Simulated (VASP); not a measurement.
# NbSn2Sb3 (P6/mmm) in VASP: a series of runs

NbSn2Sb3 is run at these levels: PBE; tasks: single point, relaxation of cell and atoms.

Everything below comes from runs of VASP 6.6.1. Logs are shortened: lines on timing, memory, paths and dates and some standing lists are left out, and cuts for length are marked.

## (1) The cell of the first run

The structure is hexagonal, space group P6/mmm (No. 191). Conventional cell: a = 6.598 Å, b = 6.598 Å, c = 4.118 Å, α = 90.00°, β = 90.00°, γ = 120.00°. Nb (site symmetry 6/mmm) has 6 Sn at 3.81 Å and 12 Sb at 3.89 Å and 2 Nb at 4.12 Å within 5.0 Å. Sn (site symmetry -6m2) has 6 Sb at 2.80 Å and 3 Sn at 3.81 Å and 3 Nb at 3.81 Å within 3.9 Å. Sb (site symmetry mmm) has 4 Sn at 2.80 Å and 4 Sb at 3.30 Å within 3.7 Å.

The cell was generated, and may not be a known phase.

## (2) Single point, PBE

INCAR

```
PREC = Accurate
ENCUT = 520
EDIFF = 1E-6
ISMEAR = 0
SIGMA = 0.1
LREAL = F
LASPH = T
NELM = 80
ALGO = Normal
ISIF = 2
LWAVE = F
LCHARG = F
GGA = PE
NBANDS = 37
```

KPOINTS

```
Automatic mesh
0
Gamma
  3 3 4
```

POSCAR

```
NbSn2Sb3
1.0
    6.5981939300      0.0000000000      0.0000000000
   -3.2990969700      5.7142035600      0.0000000000
    0.0000000000      0.0000000000      4.1181282000
Nb Sn Sb
1 2 3
Direct
    0.0000000000      0.0000000000      0.0000000000
    0.6666666700      0.3333333300      0.0000000000
    0.3333333300      0.6666666700      0.0000000000
    0.5000000000      0.5000000000      0.5000000000
    0.5000000000      0.0000000000      0.5000000000
    0.0000000000      0.5000000000      0.5000000000
```

Potentials or basis: VASP PAW PBE potentials, release 64 (Nb_sv, Sn_d, Sb).

On the command line:

```bash
cat potpaw_PBE.64/Nb_sv/POTCAR potpaw_PBE.64/Sn_d/POTCAR potpaw_PBE.64/Sb/POTCAR > POTCAR
mpirun -np 1 vasp_std > vasp.out
```

OUTCAR:

```text
PREC = Accurate
   ENCUT = 520
   EDIFF = 1E-6
   ISMEAR = 0
   LREAL = F
   LASPH = T
   NELM = 80
   ISIF = 2
   GGA = PE

 ion  position               nearest neighbor table
   1  0.000  0.000  0.000-
   2  0.667  0.333  0.000-   6 2.80   6 2.80   5 2.80   5 2.80   4 2.80   4 2.80
   3  0.333  0.667  0.000-   6 2.80   6 2.80   5 2.80   5 2.80   4 2.80   4 2.80
   4  0.500  0.500  0.500-   2 2.80   3 2.80   2 2.80   3 2.80   6 3.30   6 3.30   5 3.30   5 3.30

   5  0.500  0.000  0.500-   2 2.80   3 2.80   2 2.80   3 2.80   6 3.30   6 3.30   4 3.30   4 3.30

   6  0.000  0.500  0.500-   2 2.80   3 2.80   2 2.80   3 2.80   5 3.30   5 3.30   4 3.30   4 3.30

  LATTYP: Found a hexagonal cell.
 ALAT       =     6.5981939300
 C/A-ratio  =     0.6241296094

  Lattice vectors:

 A1 = (   6.5981939300,   0.0000000000,   0.0000000000)
 A2 = (  -3.2990969700,   5.7142035600,   0.0000000000)
 A3 = (   0.0000000000,   0.0000000000,   4.1181282000)

Analysis of symmetry for initial positions (statically):
=====================================================================
 Subroutine PRICEL returns:
 Original cell was already a primitive cell.

 Routine SETGRP: Setting up the symmetry group for a
 hexagonal supercell.

 Subroutine GETGRP returns: Found 24 space group operations
 (whereof 24 operations were pure point group operations)
 out of a pool of 24 trial point group operations.

The static configuration has the point symmetry D_6h.

Analysis of symmetry for dynamics (positions and initial velocities):
=====================================================================
 Subroutine PRICEL returns:
 Original cell was already a primitive cell.

 Routine SETGRP: Setting up the symmetry group for a
 hexagonal supercell.

 Subroutine GETGRP returns: Found 24 space group operations
 (whereof 24 operations were pure point group operations)
 out of a pool of 24 trial point group operations.

The dynamic configuration has the point symmetry D_6h.

 Subroutine INISYM returns: Found 24 space group operations
 (whereof 24 operations are pure point group operations),
 and found     1 'primitive' translations

----------------------------------------------------------------------------------------

                                     Primitive cell

  volume of cell :     155.2675

  direct lattice vectors                    reciprocal lattice vectors
     6.598193930  0.000000000  0.000000000     0.151556625  0.087501258  0.000000000
    -3.299096970  5.714203560  0.000000000     0.000000000  0.175002516  0.000000000
     0.000000000  0.000000000  4.118128200     0.000000000  0.000000000  0.242828769

  length of vectors
     6.598193930  6.598193930  4.118128200     0.175002516  0.175002516  0.242828769

  position of ions in fractional coordinates (direct lattice)
     0.000000000  0.000000000  0.000000000
     0.666666670  0.333333330  0.000000000
     0.333333330  0.666666670  0.000000000
     0.500000000  0.500000000  0.500000000
     0.500000000  0.000000000  0.500000000
     0.000000000  0.500000000  0.500000000

  ion indices of the primitive-cell ions
   primitive index   ion index
                 1           1
                 2           2
                 3           3
                 4           4
                 5           5
                 6           6

----------------------------------------------------------------------------------------

 KPOINTS: Automatic mesh

Automatic generation of k-mesh.
 Grid dimensions read from file:
 generate k-points for:    3    3    4

 Generating k-lattice:

  Cartesian coordinates                     Fractional coordinates (reciprocal lattice)
     0.050518875  0.029167086  0.000000000     0.333333333  0.000000000  0.000000000
     0.000000000  0.058334172  0.000000000     0.000000000  0.333333333  0.000000000
     0.000000000  0.000000000  0.060707192     0.000000000  0.000000000  0.250000000

  Length of vectors
     0.058334172  0.058334172  0.060707192

  Shift w.r.t. Gamma in fractional coordinates (k-lattice)
     0.000000000  0.000000000  0.000000000

 Subroutine IBZKPT returns following result:
 ===========================================

 Found      9 irreducible k-points:

 Following reciprocal coordinates:
            Coordinates               Weight
  0.000000  0.000000  0.000000      1.000000
  0.333333  0.000000  0.000000      6.000000
  0.333333  0.333333  0.000000      2.000000
  0.000000  0.000000  0.250000      2.000000
  0.333333  0.000000  0.250000     12.000000
  0.333333  0.333333  0.250000      4.000000
  0.000000  0.000000  0.500000      1.000000
  0.333333  0.000000  0.500000      6.000000
  0.333333  0.333333  0.500000      2.000000
   k-points           NKPTS =      9   k-points in BZ     NKDIM =      9   number of bands    NBANDS=     37
   number of dos      NEDOS =    301   number of ions     NIONS =      6
   total plane-waves  NPLWV =  80000
   dimension x,y,z NGX =    50 NGY =   50 NGZ =   32
   dimension x,y,z NGXF=   100 NGYF=  100 NGZF=   64
   ions per type =               1   2   3
   NGX,Y,Z   is equivalent  to a cutoff of  12.60, 12.60, 12.92 a.u.
   NGXF,Y,Z  is equivalent  to a cutoff of  25.20, 25.20, 25.84 a.u.
 SYSTEM =  unknown system
   PREC   = accura    normal or accurate (medium, high low for compatibility)
   ISTART =      0    job   : 0-new  1-cont  2-samecut
   ICHARG =      2    charge: 1-file 2-atom 10-const
   ISPIN  =      1    spin polarized calculation?
   LNONCOLLINEAR =      F non collinear calculations
   LSORBIT =      F    spin-orbit coupling
   LASPH  =      T    aspherical Exc in radial PAW
   ENCUT  =  520.0 eV  38.22 Ry    6.18 a.u.  12.27 12.27  7.66*2*pi/ulx,y,z
   NELM   =     80;   NELMIN=  2; NELMDL= -5     # of ELM steps
   EDIFF  = 0.1E-05   stopping-criterion for ELM
   LREAL  =      F    real-space projection
   EDIFFG = 0.1E-04   stopping-criterion for IOM
   NSW    =      0    number of steps for IOM
   IBRION =     -1    ionic relax: 0-MD 1-quasi-New 2-CG
   NFREE  =      0    steps in history (QN), initial steepest desc. (CG)
   ISIF   =      2    stress and relaxation
   ISYM   =      2    0-nonsym 1-usesym 2-fastsym
   POTIM  = 0.5000    time-step for ionic-motion
   TEBEG  =    0.0;   TEEND  =   0.0 temperature during run
   PSTRESS=    0.0 pullay stress
   NELECT =      56.0000    total number of electrons
   NUPDOWN=      -1.0000    fix difference up-down
   EMIN   =  10.00;   EMAX   =-10.00  energy-range for DOS
   EFERMI =   0.00;   METHOD = LEGACY
   ISMEAR =     0;   SIGMA  =   0.10  broadening in eV -4-tet -1-fermi 0-gaus
   EFERMI_NEDOS =   21; number of points for ismear=-14 and -15
   IALGO  =     38    algorithm
   IMIX   =      4    mixing-type and parameters
     AMIX     =   0.40;   BMIX     =  1.00
     AMIX_MAG =   1.60;   BMIX_MAG =  1.00
  volume/ion in A,a.u.               =      25.88       174.63
  Fermi-wavevector in a.u.,A,eV,Ry     =   1.165317  2.202129 18.476207  1.357963
  Thomas-Fermi vector in A             =   2.301844
   LORBIT       =      0    0 simple, 1 ext, 2 COOP (PROOUT), +10 PAW based schemes
   GGA     = PE    functional components
   LHFCALC =     F    Hartree Fock is set to
   AEXX    =    0.0000 exact exchange contribution
   IVDW    =     0    specifies the selected vdW correction
   LEPSILON=     F    determine dielectric tensor
   LRPA    =     F    only Hartree local field effects (RPA)
 non-spin polarized calculation
 Gauss-broadening in eV      SIGMA  =   0.10
  energy-cutoff  :      520.00
  volume of cell :      155.27
 maximum number of plane-waves:      4203
 NGX is ok and might be reduce to    50
   NGX = 25   NGY = 25   NGZ = 15

 number of electron      55.9999993 magnetization

 Free energy of the ion-electron system (eV)
  ---------------------------------------------------
  ext. energy  EPLUGINS =         0.00000000
  ---------------------------------------------------
  free energy    TOTEN  =       -22.54440899 eV

  energy without entropy =      -22.51259900  energy(sigma->0) =      -22.52850400

 E-fermi :   8.7968     XC(G=0): -10.3833

 val. band max:        8.7838783161   @ k =   0.0000   0.0000   0.0000
 cond. band min:       8.8546164124   @ k =   0.0000   0.0000   0.0000
 fundamental gap:      0.0707380962
 Fermi energy:         8.7968232258

 k-point     1 :       0.0000    0.0000    0.0000
  band No.  band energies     occupation
      1     -47.0717      2.00000
      2     -23.1098      2.00000
      3     -23.1098      2.00000
      4     -23.0114      2.00000
      5     -13.0767      2.00000
      6     -13.0767      2.00000
[... 29 lines left out ...]
     36      11.0907      0.00000
     37      11.0907      0.00000

 k-point     2 :       0.3333    0.0000    0.0000
  band No.  band energies     occupation
      1     -47.0717      2.00000
      2     -23.1098      2.00000
      3     -23.1098      2.00000
      4     -23.0114      2.00000
      5     -13.0770      2.00000
      6     -13.0717      2.00000
[... 29 lines left out ...]
     36      11.3689      0.00000
     37      11.7452      0.00000

 k-point     3 :       0.3333    0.3333    0.0000
  band No.  band energies     occupation
      1     -47.0717      2.00000
      2     -23.1098      2.00000
      3     -23.1098      2.00000
      4     -23.0114      2.00000
      5     -13.0773      2.00000
      6     -13.0676      2.00000
[... 29 lines left out ...]
     36      12.4690      0.00000
     37      12.4690      0.00000
[... 161 lines left out ...]
 k-point     8 :       0.3333    0.0000    0.5000
  band No.  band energies     occupation
      1     -47.0711      2.00000
      2     -23.1083      2.00000
      3     -23.1083      2.00000
      4     -23.0286      2.00000
      5     -13.1008      2.00000
      6     -13.0946      2.00000
[... 29 lines left out ...]
     36      11.5969      0.00000
     37      12.2642      0.00000

 k-point     9 :       0.3333    0.3333    0.5000
  band No.  band energies     occupation
      1     -47.0711      2.00000
      2     -23.1083      2.00000
      3     -23.1083      2.00000
      4     -23.0286      2.00000
      5     -13.1025      2.00000
      6     -13.0857      2.00000
[... 29 lines left out ...]
     36      12.8742      0.00000
     37      13.0871      0.00000

------------------------ aborting loop because EDIFF is reached ----------------------------------------

  FORCE on cell =-STRESS in cart. coord.  units (eV):
  Direction    XX          YY          ZZ          XY          YZ          ZX
  --------------------------------------------------------------------------------------
  -------------------------------------------------------------------------------------
  Total        8.0427204      8.0427204     19.7702467     -0.0000000     -0.0000000      0.0000000
  in kB       82.9913655     82.9913654    204.0055706     -0.0000001     -0.0000000      0.0000000
  external PRESSURE =     123.3294338 kB  Pullay stress =       0.0000000 kB

 VOLUME and BASIS-vectors are now :
 -----------------------------------------------------------------------------
  energy-cutoff  :      520.00
  volume of cell :      155.27
      direct lattice vectors                 reciprocal lattice vectors
     6.598193930  0.000000000  0.000000000     0.151556625  0.087501258  0.000000000
    -3.299096970  5.714203560  0.000000000     0.000000000  0.175002516  0.000000000
     0.000000000  0.000000000  4.118128200     0.000000000  0.000000000  0.242828769

 POSITION                                       TOTAL-FORCE (eV/Angst)
 -----------------------------------------------------------------------------------
      0.00000      0.00000      0.00000        -0.000000      0.000000      0.000000
      3.29910      1.90473      0.00000         0.000000      0.000000      0.000000
     -0.00000      3.80947      0.00000        -0.000000      0.000000      0.000000
      1.64955      2.85710      2.05906        -0.000000      0.000000      0.000000
      3.29910      0.00000      2.05906        -0.000000      0.000000      0.000000
     -1.64955      2.85710      2.05906        -0.000000      0.000000      0.000000
 -----------------------------------------------------------------------------------
    total drift:                               -0.000000      0.000000     -0.000000

  FREE ENERGIE OF THE ION-ELECTRON SYSTEM (eV)
  ---------------------------------------------------
  free  energy   TOTEN  =       -22.5444089907 eV

  energy  without entropy=      -22.5125990050  energy(sigma->0) =      -22.52850400
```

Wall time 83 s (1 thread of Intel Xeon Platinum 8259CL at 2.50GHz (Skylake/Cascade Lake), shared host); peak memory 0.28 GiB.

What came out:

```yaml
Free_energy: -22.5444 eV
Pressure: 12.3 GPa
Band_gap_on_the_k_mesh: zero (bands 28 and 29 overlap by 0.57 eV)
```

Caveat: the k points lie up to 0.38 Å⁻¹ apart, too coarse for converged energies and pressures of a metal; spin-orbit coupling is left out, which moves the levels of the heavy elements.

## (3) Single point, PBE

This run uses another cell than the first one, of 28.94 Å³/atom.

INCAR

```
  PREC = Accurate
  ENCUT = 520
  EDIFF = 1E-7
  ISMEAR = 0
  SIGMA = 0.1
  LREAL = False
  LASPH = True
  NELM = 60
  ALGO = Normal
  ISIF = 2
  LWAVE = False
  LCHARG = True
  GGA = PE
  LELF = True
  LVHAR = True
  NBANDS = 37
```

KPOINTS is that of step 2.

POSCAR

```
NbSn2Sb3
1.0
    5.7443143104      0.0000000025      0.0000000000
   -2.8721571574      4.9747221189      0.0000000000
    0.0000000000      0.0000000000      6.0770766605
Nb Sn Sb
1 2 3
Direct
    0.0000000000      0.0000000000      0.0000000000
    0.6666666667      0.3333333333      0.0000000000
    0.3333333333      0.6666666667      0.0000000000
    0.5000000000      0.5000000000      0.5000000000
    0.5000000000      0.0000000000      0.5000000000
    0.0000000000      0.5000000000      0.5000000000
```

Potentials or basis: VASP PAW PBE potentials, release 64 (Nb_sv, Sn_d, Sb).

On the command line:

```bash
cat potpaw_PBE.64/Nb_sv/POTCAR potpaw_PBE.64/Sn_d/POTCAR potpaw_PBE.64/Sb/POTCAR > POTCAR
mpirun -np 1 vasp_std > vasp.out
```

It took 96 s on 1 thread of Intel Xeon Platinum 8259CL at 2.50GHz (Skylake/Cascade Lake), shared host; peak memory 0.34 GiB.

It converged, with:

| Quantity | Value |
| --- | --- |
| Free energy | -25.7140 eV |
| Pressure | 0.1 GPa |
| Band gap on the k mesh | zero (bands 28 and 29 overlap by 0.45 eV) |

Stress tensor (GPa, compression positive):
```
 0.21  0.00  0.00
 0.00  0.21  0.00
 0.00  0.00 -0.24
```

Levels at points of the mesh, in eV from the Fermi level:
```tsv
k point	band 24	band 25	band 26	band 27	band 28	band 29	band 30	band 31	band 32	band 33
(0.00, 0.00, 0.00)	-2.26	-2.26	-0.46	-0.25	-0.25	-0.21	-0.21	0.13	1.14	1.14
(0.00, 0.00, 0.50)	-3.28	-2.22	-0.56	0.24	0.24	0.31	0.31	0.51	0.95	0.95
```

Caveat: the k points lie up to 0.42 Å⁻¹ apart; spin-orbit coupling is left out, which moves the levels of the heavy elements.

## (4) Relaxation of cell and atoms, PBE

INCAR

```
SYSTEM = NbSn2Sb3
ALGO = Normal ; EDIFF = 1E-6
EDIFFG = -0.04 ; ENCUT = 600
GGA = PE ; IBRION = 2
ISIF = 3 ; ISMEAR = 0
LASPH = .True. ; LCHARG = .False.
LREAL = .False. ; LWAVE = .False.
NELM = 80 ; NSW = 90
PREC = Accurate ; SIGMA = 0.1
```

KPOINTS

```
k-points
0
Gamma
  3 3 4
  0 0 0
```

POSCAR

```
NbSn2Sb3
1.0
    6.5981939300      0.0000000000      0.0000000000
   -3.2990969700      5.7142035600      0.0000000000
    0.0000000000      0.0000000000      4.1181282000
Nb Sn Sb
1 2 3
Direct
    0.0000000000      0.0000000000      0.0000000000
    0.6666666700      0.3333333300      0.0000000000
    0.3333333300      0.6666666700      0.0000000000
    0.5000000000      0.5000000000      0.5000000000
    0.5000000000      0.0000000000      0.5000000000
    0.0000000000      0.5000000000      0.5000000000
```

On the command line:

```bash
cat potpaw_PBE.64/Nb_sv/POTCAR potpaw_PBE.64/Sn_d/POTCAR potpaw_PBE.64/Sb/POTCAR > POTCAR
mpirun -np 1 vasp_std > vasp.out
```

Wall time 39 min (1 thread of Intel Xeon Platinum 8259CL at 2.50GHz (Skylake/Cascade Lake), shared host); peak memory 0.37 GiB.

The run converged. Its results:

* Free energy: -25.6887 eV
* Relaxed volume: 28.77 Å³/atom
* Relaxed cell: a = 5.749 Å, b = 5.749 Å, c = 6.032 Å, α = 90.00°, β = 90.00°, γ = 120.00°
* Space group after relaxing (to 0.1 Å): P6/mmm (No. 191)
* Pressure after relaxing: 0.2 GPa
* Band gap on the k mesh: zero (bands 28 and 29 overlap by 0.43 eV)

Stress tensor (GPa, compression positive):
```
0.20 0.00 0.00
0.00 0.20 0.00
0.00 0.00 0.11
```

Final structure:
```
Nb Sn Sb
1.0
     5.74873    0.00000    0.00000
    -2.87437    4.97855    0.00000
     0.00000    0.00000    6.03213
Nb Sn Sb
1 2 3
Direct
  0.00000 0.00000 0.00000
  0.66667 0.33333 0.00000
  0.33333 0.66667 0.00000
  0.50000 0.50000 0.50000
  0.50000 0.00000 0.50000
  0.00000 0.50000 0.50000
```

Levels at points of the mesh, in eV from the Fermi level:
| k point | band 24 | band 25 | band 26 | band 27 | band 28 | band 29 | band 30 | band 31 | band 32 | band 33 |
| --- | --- | --- | --- | --- | --- | --- | --- | --- | --- | --- |
| (0.00, 0.00, 0.00) | -2.24 | -2.24 | -0.49 | -0.29 | -0.29 | -0.23 | -0.23 | 0.08 | 1.15 | 1.49 |
| (0.00, 0.00, 0.50) | -3.33 | -2.16 | -0.50 | 0.21 | 0.21 | 0.32 | 0.32 | 0.53 | 0.94 | 1.51 |

Caveat: the k points lie up to 0.42 Å⁻¹ apart in the final cell; a cell axis changed by over 15 % at a fixed basis, so the end point is rough; spin-orbit coupling is left out, which moves the levels of the heavy elements.

## (5) Overview

| task | cell | cutoff (eV) | gap on the mesh (eV) | pressure (GPa) |
| --- | --- | --- | --- | --- |
| single point | a = 6.598, b = 6.598, c = 4.118 Å, angles 90.0, 90.0, 120.0°, 6 atoms | 520 | none | 12.3 |
| single point | a = 5.744, b = 5.744, c = 6.077 Å, angles 90.0, 90.0, 120.0°, 6 atoms | 520 | none | 0.1 |
| relaxation of cell and atoms | relaxed from a = 6.598, b = 6.598, c = 4.118 Å, angles 90.0, 90.0, 120.0°, 6 atoms | 600 | none | 0.2 |

Alike in all rows: level PBE; potentials or basis VASP PAW PBE potentials, release 64 (Nb_sv, Sn_d, Sb); no spin polarisation; k mesh 3 × 3 × 4; smearing gaussian 0.1 eV.

Caveats: all runs use coarse meshes; spin-orbit coupling is left out, which moves the levels of the heavy elements; a cell axis changed by over 15 % at a fixed basis, so the end point is rough (at least some runs).

Absolute energies hang on the potentials; compare differences alone.

The gap in the log of VASP goes by the Fermi energy; the results here count the filled bands.